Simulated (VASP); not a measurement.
Input of a VASP 6.6.1 run:

File POSCAR:

```
Si
1.0
   -2.6290009028      0.0000000000      0.0000000000
   -1.3145004514     -2.2767815684      0.0000000000
    0.0000000000      0.0000000000      9.9751962900
Si
4
Direct
    0.0000000000      0.0000000000      0.0000000000
    0.0000000000      0.0000000000      0.2500000000
    0.0000000000      0.0000000000      0.5000000000
    0.0000000000      0.0000000000      0.7500000000
```

File INCAR.step1:

```
SYSTEM = Si
PREC = Accurate ; ENCUT = 520
ISMEAR = 0 ; SIGMA = 0.15
LREAL = .FALSE. ; LASPH = .TRUE.
NELM = 80 ; NBANDS = 16
GGA = PE ; ALGO = Normal
EDIFF = 1E-4 ; LWAVE = .TRUE.
LCHARG = .FALSE.
```

Contents of INCAR.step2:

```
SYSTEM = Si
PREC = Accurate ; ENCUT = 520
EDIFF = 1E-6 ; ISMEAR = 0
SIGMA = 0.15 ; LREAL = .FALSE.
LASPH = .TRUE. ; NELM = 80
ALGO = Normal ; ISIF = 2
LWAVE = .FALSE. ; LCHARG = .FALSE.
METAGGA = R2SCAN ; LMIXTAU = .TRUE.
NBANDS = 16 ; ISTART = 1
```

KPOINTS

```
regular mesh
0
G
  26 26 6
  0 0 0
```

Potentials or basis: VASP PAW PBE potentials, release 64 (Si).

The run is started by

```bash
$ cat potpaw_PBE.64/Si/POTCAR > POTCAR
$ cp INCAR.step1 INCAR
$ mpirun -np 1 vasp_std > vasp.out
$ cp INCAR.step2 INCAR
$ mpirun -np 1 vasp_std > vasp.out
```

Question: What does it give for the pressure?

Answer: -0.1 GPa.

Question: Predict the band gap on the k mesh.

Answer: Zero (bands 8 and 9 overlap by 10.67 eV).

Stress tensor (GPa, compression positive):
```
 1.19  0.00  0.00
 0.00  1.19  0.00
 0.00  0.00 -2.62
```

Caveat: the PAW data sets were made with another functional, which shifts forces and pressure a little.
